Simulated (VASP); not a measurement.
# LiH (F-43m) in VASP: a series of runs

LiH is run at these levels: PBE; tasks: single point.

Everything below comes from runs of VASP 6.6.1. Logs are shortened: lines on timing, memory, paths and dates and some standing lists are left out, and cuts for length are marked.

## (1) The cell of the first run

It takes space group F-43m (No. 216, cubic). Conventional cell: a = 4.290 Å, b = 4.290 Å, c = 4.290 Å, α = 90.00°, β = 90.00°, γ = 90.00°. Within 2.5 Å of Li (site symmetry -43m) lie 4 H at 1.86 Å. H (site symmetry -43m) has 4 Li at 1.86 Å within 2.5 Å.

## (2) Single point, PBE

Contents of INCAR:

```
PREC = Accurate ; ENCUT = 520
EDIFF = 1E-6 ; ISMEAR = 0
SIGMA = 0.01 ; LREAL = False
LASPH = True ; NELM = 80
ALGO = Normal ; ISIF = 2
LWAVE = False ; LCHARG = False
GGA = PE ; NBANDS = 9
```

Contents of KPOINTS:

```
Automatic mesh
0
Gamma
  6 6 6
```

Contents of POSCAR:

```
LiH
1.0
    0.0000000000      2.1451220101      2.1451220101
    2.1451220101      0.0000000000      2.1451220101
    2.1451220101      2.1451220101      0.0000000000
Li H
1 1
Direct
    0.0000000000      0.0000000000      0.0000000000
    0.2500000000      0.2500000000      0.2500000000
```

Potentials or basis: VASP PAW PBE potentials, release 64 (Li_sv, H).

Command:

```console
> cat potpaw_PBE.64/Li_sv/POTCAR potpaw_PBE.64/H/POTCAR > POTCAR
> mpirun -np 1 vasp_std > vasp.out
```

OUTCAR:

```text
PREC = Accurate
   ENCUT = 520
   EDIFF = 1E-6
   ISMEAR = 0
   LREAL = False
   LASPH = True
   NELM = 80
   ISIF = 2
   GGA = PE

 ion  position               nearest neighbor table
   1  0.000  0.000  0.000-
   2  0.250  0.250  0.250-

  LATTYP: Found a face centered cubic cell.
 ALAT       =     4.2902440202

  Lattice vectors:

 A1 = (   0.0000000000,   2.1451220101,   2.1451220101)
 A2 = (   2.1451220101,   0.0000000000,   2.1451220101)
 A3 = (   2.1451220101,   2.1451220101,   0.0000000000)

Analysis of symmetry for initial positions (statically):
=====================================================================
 Subroutine PRICEL returns:
 Original cell was already a primitive cell.

 Routine SETGRP: Setting up the symmetry group for a
 face centered cubic supercell.

 Subroutine GETGRP returns: Found 24 space group operations
 (whereof 24 operations were pure point group operations)
 out of a pool of 48 trial point group operations.

The static configuration has the point symmetry T_d .

Analysis of symmetry for dynamics (positions and initial velocities):
=====================================================================
 Subroutine PRICEL returns:
 Original cell was already a primitive cell.

 Routine SETGRP: Setting up the symmetry group for a
 face centered cubic supercell.

 Subroutine GETGRP returns: Found 24 space group operations
 (whereof 24 operations were pure point group operations)
 out of a pool of 48 trial point group operations.

The dynamic configuration has the point symmetry T_d .

 Subroutine INISYM returns: Found 24 space group operations
 (whereof 24 operations are pure point group operations),
 and found     1 'primitive' translations

----------------------------------------------------------------------------------------

                                     Primitive cell

  volume of cell :      19.7418

  direct lattice vectors                    reciprocal lattice vectors
     0.000000000  2.145122010  2.145122010    -0.233086975  0.233086975  0.233086975
     2.145122010  0.000000000  2.145122010     0.233086975 -0.233086975  0.233086975
     2.145122010  2.145122010  0.000000000     0.233086975  0.233086975 -0.233086975

  length of vectors
     3.033660640  3.033660640  3.033660640     0.403718483  0.403718483  0.403718483

  position of ions in fractional coordinates (direct lattice)
     0.000000000  0.000000000  0.000000000
     0.250000000  0.250000000  0.250000000

  ion indices of the primitive-cell ions
   primitive index   ion index
                 1           1
                 2           2

----------------------------------------------------------------------------------------

 KPOINTS: Automatic mesh

Automatic generation of k-mesh.
 Grid dimensions read from file:
 generate k-points for:    6    6    6

 Generating k-lattice:

  Cartesian coordinates                     Fractional coordinates (reciprocal lattice)
    -0.038847829  0.038847829  0.038847829     0.166666667  0.000000000  0.000000000
     0.038847829 -0.038847829  0.038847829     0.000000000  0.166666667  0.000000000
     0.038847829  0.038847829 -0.038847829     0.000000000  0.000000000  0.166666667

  Length of vectors
     0.067286414  0.067286414  0.067286414

  Shift w.r.t. Gamma in fractional coordinates (k-lattice)
     0.000000000  0.000000000  0.000000000

 Subroutine IBZKPT returns following result:
 ===========================================

 Found     16 irreducible k-points:

 Following reciprocal coordinates:
            Coordinates               Weight
  0.000000  0.000000  0.000000      1.000000
  0.166667  0.000000  0.000000      8.000000
  0.333333  0.000000  0.000000      8.000000
  0.500000  0.000000  0.000000      4.000000
  0.166667  0.166667  0.000000      6.000000
  0.333333  0.166667  0.000000     24.000000
[... 8 lines left out ...]
 -0.333333  0.333333  0.166667     24.000000
 -0.333333  0.500000  0.166667     12.000000
   k-points           NKPTS =     16   k-points in BZ     NKDIM =     16   number of bands    NBANDS=      9
   number of dos      NEDOS =    301   number of ions     NIONS =      2
   total plane-waves  NPLWV =  13824
   dimension x,y,z NGX =    24 NGY =   24 NGZ =   24
   dimension x,y,z NGXF=    48 NGYF=   48 NGZF=   48
   ions per type =               1   1
   NGX,Y,Z   is equivalent  to a cutoff of  13.15, 13.15, 13.15 a.u.
   NGXF,Y,Z  is equivalent  to a cutoff of  26.30, 26.30, 26.30 a.u.
 SYSTEM =  unknown system
   PREC   = accura    normal or accurate (medium, high low for compatibility)
   ISTART =      0    job   : 0-new  1-cont  2-samecut
   ICHARG =      2    charge: 1-file 2-atom 10-const
   ISPIN  =      1    spin polarized calculation?
   LNONCOLLINEAR =      F non collinear calculations
   LSORBIT =      F    spin-orbit coupling
   LASPH  =      T    aspherical Exc in radial PAW
   ENCUT  =  520.0 eV  38.22 Ry    6.18 a.u.   5.64  5.64  5.64*2*pi/ulx,y,z
   NELM   =     80;   NELMIN=  2; NELMDL= -5     # of ELM steps
   EDIFF  = 0.1E-05   stopping-criterion for ELM
   LREAL  =      F    real-space projection
   EDIFFG = 0.1E-04   stopping-criterion for IOM
   NSW    =      0    number of steps for IOM
   IBRION =     -1    ionic relax: 0-MD 1-quasi-New 2-CG
   NFREE  =      0    steps in history (QN), initial steepest desc. (CG)
   ISIF   =      2    stress and relaxation
   ISYM   =      2    0-nonsym 1-usesym 2-fastsym
   POTIM  = 0.5000    time-step for ionic-motion
   TEBEG  =    0.0;   TEEND  =   0.0 temperature during run
   PSTRESS=    0.0 pullay stress
   NELECT =       4.0000    total number of electrons
   NUPDOWN=      -1.0000    fix difference up-down
   EMIN   =  10.00;   EMAX   =-10.00  energy-range for DOS
   EFERMI =   0.00;   METHOD = LEGACY
   ISMEAR =     0;   SIGMA  =   0.01  broadening in eV -4-tet -1-fermi 0-gaus
   EFERMI_NEDOS =   21; number of points for ismear=-14 and -15
   IALGO  =     38    algorithm
   IMIX   =      4    mixing-type and parameters
     AMIX     =   0.40;   BMIX     =  1.00
     AMIX_MAG =   1.60;   BMIX_MAG =  1.00
  volume/ion in A,a.u.               =       9.87        66.61
  Fermi-wavevector in a.u.,A,eV,Ry     =   0.961537  1.817042 12.579322  0.924554
  Thomas-Fermi vector in A             =   2.090918
   LORBIT       =      0    0 simple, 1 ext, 2 COOP (PROOUT), +10 PAW based schemes
   GGA     = PE    functional components
   LHFCALC =     F    Hartree Fock is set to
   AEXX    =    0.0000 exact exchange contribution
   IVDW    =     0    specifies the selected vdW correction
   LEPSILON=     F    determine dielectric tensor
   LRPA    =     F    only Hartree local field effects (RPA)
 non-spin polarized calculation
 Gauss-broadening in eV      SIGMA  =   0.01
  energy-cutoff  :      520.00
  volume of cell :       19.74
 maximum number of plane-waves:       544
 NGX is ok and might be reduce to    24
   NGX = 11   NGY = 11   NGZ = 11

 number of electron       3.9999993 magnetization

 Free energy of the ion-electron system (eV)
  ---------------------------------------------------
  ext. energy  EPLUGINS =         0.00000000
  ---------------------------------------------------
  free energy    TOTEN  =        -6.03052697 eV

  energy without entropy =       -6.03052697  energy(sigma->0) =       -6.03052697

 E-fermi :  -1.5875     XC(G=0):  -7.6938

 val. band max:       -1.7441589684   @ k =  -0.3333   0.5000   0.1667
 cond. band min:       2.5542251900   @ k =   0.5000   0.0000   0.0000
 fundamental gap:      4.2983841584
 Fermi energy:        -1.5874755954

 k-point     1 :       0.0000    0.0000    0.0000
  band No.  band energies     occupation
      1     -45.0100      2.00000
      2      -5.3499      2.00000
      3      11.4127      0.00000
      4      15.6130      0.00000
      5      15.6130      0.00000
      6      15.6130      0.00000
      7      18.1803      0.00000
      8      18.1803      0.00000
      9      18.1803      0.00000

 k-point     2 :       0.1667    0.0000    0.0000
  band No.  band energies     occupation
      1     -45.0044      2.00000
      2      -4.9173      2.00000
      3       8.9072      0.00000
      4      14.0474      0.00000
      5      14.5124      0.00000
      6      14.5125      0.00000
      7      19.6633      0.00000
      8      19.6633      0.00000
      9      21.8948      0.00000

 k-point     3 :       0.3333    0.0000    0.0000
  band No.  band energies     occupation
      1     -44.9930      2.00000
      2      -3.7211      2.00000
      3       4.6769      0.00000
      4      13.6171      0.00000
      5      13.6171      0.00000
      6      14.3022      0.00000
      7      18.2991      0.00000
      8      18.2991      0.00000
      9      20.7306      0.00000

 k-point     4 :       0.5000    0.0000    0.0000
  band No.  band energies     occupation
      1     -44.9875      2.00000
      2      -2.7172      2.00000
      3       2.5542      0.00000
      4      13.3992      0.00000
      5      13.3992      0.00000
      6      14.4000      0.00000
      7      17.3207      0.00000
      8      17.3207      0.00000
      9      20.9821      0.00000
[... 109 lines left out ...]
 k-point    14 :       0.5000    0.3333    0.1667
  band No.  band energies     occupation
      1     -44.9856      2.00000
      2      -2.7713      2.00000
      3       4.6839      0.00000
      4       8.4112      0.00000
      5      10.6965      0.00000
      6      14.7943      0.00000
      7      17.3237      0.00000
      8      21.8325      0.00000
      9      25.5425      0.00000

 k-point    15 :      -0.3333    0.3333    0.1667
  band No.  band energies     occupation
      1     -44.9818      2.00000
      2      -1.9546      2.00000
      3       3.5008      0.00000
      4       7.4185      0.00000
      5      10.0226      0.00000
      6      15.5226      0.00000
      7      18.3901      0.00000
      8      21.5207      0.00000
      9      24.2181      0.00000

 k-point    16 :      -0.3333    0.5000    0.1667
  band No.  band energies     occupation
      1     -44.9800      2.00000
      2      -1.7442      2.00000
      3       5.2091      0.00000
      4       5.2883      0.00000
      5       9.2890      0.00000
      6      14.2281      0.00000
      7      17.8839      0.00000
      8      22.2068      0.00000
      9      26.3803      0.00000

------------------------ aborting loop because EDIFF is reached ----------------------------------------

  FORCE on cell =-STRESS in cart. coord.  units (eV):
  Direction    XX          YY          ZZ          XY          YZ          ZX
  --------------------------------------------------------------------------------------
  -------------------------------------------------------------------------------------
  Total       -0.0251952     -0.0251952     -0.0251952      0.0000000      0.0000000      0.0000000
  in kB       -2.0447575     -2.0447575     -2.0447575      0.0000000      0.0000000      0.0000000
  external PRESSURE =      -2.0447575 kB  Pullay stress =       0.0000000 kB

 VOLUME and BASIS-vectors are now :
 -----------------------------------------------------------------------------
  energy-cutoff  :      520.00
  volume of cell :       19.74
      direct lattice vectors                 reciprocal lattice vectors
     0.000000000  2.145122010  2.145122010    -0.233086975  0.233086975  0.233086975
     2.145122010  0.000000000  2.145122010     0.233086975 -0.233086975  0.233086975
     2.145122010  2.145122010  0.000000000     0.233086975  0.233086975 -0.233086975

 POSITION                                       TOTAL-FORCE (eV/Angst)
 -----------------------------------------------------------------------------------
      0.00000      0.00000      0.00000         0.000000      0.000000      0.000000
      1.07256      1.07256      1.07256        -0.000000     -0.000000     -0.000000
 -----------------------------------------------------------------------------------
    total drift:                               -0.000000     -0.000000     -0.000000

  FREE ENERGIE OF THE ION-ELECTRON SYSTEM (eV)
  ---------------------------------------------------
  free  energy   TOTEN  =        -6.0305269697 eV

  energy  without entropy=       -6.0305269697  energy(sigma->0) =       -6.03052697
```

It took 2.7 s on 1 thread of Intel Xeon Platinum 8259CL at 2.50GHz (Skylake/Cascade Lake), shared host; peak memory 0.13 GiB.

What came out:

* Free energy: -6.0305 eV
* Band gap on the k mesh: 4.30 eV, indirect (least direct gap 5.27 eV)

Caveat: the k points lie up to 0.42 Å⁻¹ apart; the cutoff is under 1.25 times the usual one of these potentials, so pressure, stress and relaxed cells hold a basis-set (Pulay) error.

## (3) Single point, PBE

Contents of INCAR:

```
SYSTEM = LiH
PREC     = Accurate       ! precision mode
ENCUT    = 520            ! plane-wave cutoff, eV
EDIFF    = 1E-6           ! SCF threshold, eV
ISMEAR   = 0              ! smearing method
SIGMA    = 0.01           ! smearing width, eV
LREAL    = .False.        ! projectors in reciprocal space
LASPH    = .True.         ! aspherical terms in the spheres
NELM     = 60             ! most SCF steps
ALGO     = Normal         ! electronic algorithm
ISIF     = 2              ! what is computed and relaxed
LWAVE    = .False.        ! write WAVECAR
LCHARG   = .False.        ! write CHGCAR
GGA      = PE             ! functional
NBANDS   = 9              ! bands
```

Contents of KPOINTS:

```
Automatic mesh
0
Gamma
  6 6 6
  0 0 0
```

POSCAR is that of step 2.

Potentials or basis: VASP PAW PBE potentials, release 64 (Li_sv, H).

Command:

```console
> cat potpaw_PBE.64/Li_sv/POTCAR potpaw_PBE.64/H/POTCAR > POTCAR
> mpirun -np 1 vasp_std > vasp.out
```

OUTCAR:

```text
SYSTEM = LiH
   PREC = Accurate
   ENCUT = 520
   EDIFF = 1E-6
   ISMEAR = 0
   LREAL = .False.
   LASPH = .True.
   NELM = 60
   ISIF = 2
   GGA = PE

 ion  position               nearest neighbor table
   1  0.000  0.000  0.000-
   2  0.250  0.250  0.250-

  LATTYP: Found a face centered cubic cell.
 ALAT       =     4.2902440202

  Lattice vectors:

 A1 = (   0.0000000000,   2.1451220101,   2.1451220101)
 A2 = (   2.1451220101,   0.0000000000,   2.1451220101)
 A3 = (   2.1451220101,   2.1451220101,   0.0000000000)

Analysis of symmetry for initial positions (statically):
=====================================================================
 Subroutine PRICEL returns:
 Original cell was already a primitive cell.

 Routine SETGRP: Setting up the symmetry group for a
 face centered cubic supercell.

 Subroutine GETGRP returns: Found 24 space group operations
 (whereof 24 operations were pure point group operations)
 out of a pool of 48 trial point group operations.

The static configuration has the point symmetry T_d .

[... 156 lines left out ...]
 fundamental gap:      4.2983841584
 Fermi energy:        -1.5874755954

 k-point     1 :       0.0000    0.0000    0.0000
  band No.  band energies     occupation
      1     -45.0100      2.00000
      2      -5.3499      2.00000
      3      11.4127      0.00000
      4      15.6130      0.00000
      5      15.6130      0.00000
      6      15.6130      0.00000
      7      18.1803      0.00000
      8      18.1803      0.00000
      9      18.1803      0.00000
[... 169 lines left out ...]
 k-point    16 :      -0.3333    0.5000    0.1667
  band No.  band energies     occupation
      1     -44.9800      2.00000
      2      -1.7442      2.00000
      3       5.2091      0.00000
      4       5.2883      0.00000
      5       9.2890      0.00000
      6      14.2281      0.00000
      7      17.8839      0.00000
      8      22.2068      0.00000
      9      26.3803      0.00000

------------------------ aborting loop because EDIFF is reached ----------------------------------------

  FORCE on cell =-STRESS in cart. coord.  units (eV):
  Direction    XX          YY          ZZ          XY          YZ          ZX
  --------------------------------------------------------------------------------------
  -------------------------------------------------------------------------------------
  Total       -0.0251952     -0.0251952     -0.0251952      0.0000000      0.0000000      0.0000000
  in kB       -2.0447575     -2.0447575     -2.0447575      0.0000000      0.0000000      0.0000000
  external PRESSURE =      -2.0447575 kB  Pullay stress =       0.0000000 kB

 VOLUME and BASIS-vectors are now :
 -----------------------------------------------------------------------------
  energy-cutoff  :      520.00
  volume of cell :       19.74
      direct lattice vectors                 reciprocal lattice vectors
     0.000000000  2.145122010  2.145122010    -0.233086975  0.233086975  0.233086975
     2.145122010  0.000000000  2.145122010     0.233086975 -0.233086975  0.233086975
     2.145122010  2.145122010  0.000000000     0.233086975  0.233086975 -0.233086975

 POSITION                                       TOTAL-FORCE (eV/Angst)
 -----------------------------------------------------------------------------------
      0.00000      0.00000      0.00000         0.000000      0.000000      0.000000
      1.07256      1.07256      1.07256        -0.000000     -0.000000     -0.000000
 -----------------------------------------------------------------------------------
    total drift:                               -0.000000     -0.000000     -0.000000

  FREE ENERGIE OF THE ION-ELECTRON SYSTEM (eV)
  ---------------------------------------------------
  free  energy   TOTEN  =        -6.0305269697 eV

  energy  without entropy=       -6.0305269697  energy(sigma->0) =       -6.03052697
```

Run time: 3.3 s. Hardware: 1 thread of Intel Xeon Platinum 8259CL at 2.50GHz (Skylake/Cascade Lake), shared host; peak memory 0.13 GiB.

Results:

```yaml
Free_energy: -6.0305 eV
Band_gap_on_the_k_mesh: 4.30 eV, indirect (least direct gap 5.27 eV)
```

Levels at points of the mesh, in eV from the valence-band top:
```
           k point  band 1  band 2  band 3  band 4  band 5  band 6  band 7
(0.00, 0.00, 0.00)  -43.27   -3.61   13.16   17.36   17.36   17.36   19.92
(0.50, 0.00, 0.00)  -43.24   -0.97    4.30   15.14   15.14   16.14   19.06
(0.50, 0.50, 0.00)  -43.24   -0.26    7.28   10.05   10.82   10.82   18.45
```

Caveat: the k points lie up to 0.42 Å⁻¹ apart; the cutoff is under 1.25 times the usual one of these potentials, so pressure, stress and relaxed cells hold a basis-set (Pulay) error.
